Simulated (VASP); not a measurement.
Write the native input for VASP 6.6.1 that does the following.

```yaml
Task: single point
Functional: PBE
Potentials_or_basis: VASP PAW PBE potentials, release 64 (B, N)
Cutoff: 600 eV
k_mesh: 7 × 7 × 7
Occupations: gaussian, width 0.01 eV
Spin: no spin polarisation
Dipole_correction: no
Further_INCAR_settings: ALGO = Normal; EDIFF = 1e-06; NBANDS = 11
```

The structure of BN (Qingsongite) lies in POSCAR:

```
BN
1.0
    0.0000000000      1.8123204342      1.8123204342
    1.8123204342      0.0000000000      1.8123204342
    1.8123204342      1.8123204342      0.0000000000
B N
1 1
Direct
    0.0000000000      0.0000000000      0.0000000000
    0.2500000000      0.2500000000      0.2500000000
```

One way to write it, as run:

INCAR

```
ALGO = Normal ; EDIFF = 1E-6
ENCUT = 600 ; GGA = PE
GGA_COMPAT = F ; ISIF = 2
ISMEAR = 0 ; LASPH = T
LCHARG = T ; LELF = T
LREAL = F ; LVHAR = T
LWAVE = F ; NBANDS = 11
NELM = 120 ; PREC = Accurate
SIGMA = 0.01
```

KPOINTS

```
k-points
0
Gamma
  7 7 7
```

Potentials or basis: VASP PAW PBE potentials, release 64 (B, N).

Launch:

```console
$ cat potpaw_PBE.64/B/POTCAR potpaw_PBE.64/N/POTCAR > POTCAR
$ mpirun -np 1 vasp_std > vasp.out
```

Results of the run:

| Property | Result |
| --- | --- |
| Pressure | 0.0 GPa |
| Band gap on the k mesh | 4.70 eV, indirect (least direct gap 8.78 eV) |

Caveat: the k points lie up to 0.43 Å⁻¹ apart.

Wall time 7.4 s on 1 thread of AMD EPYC 7R13, with other jobs on the host, peak memory 0.09 GiB.
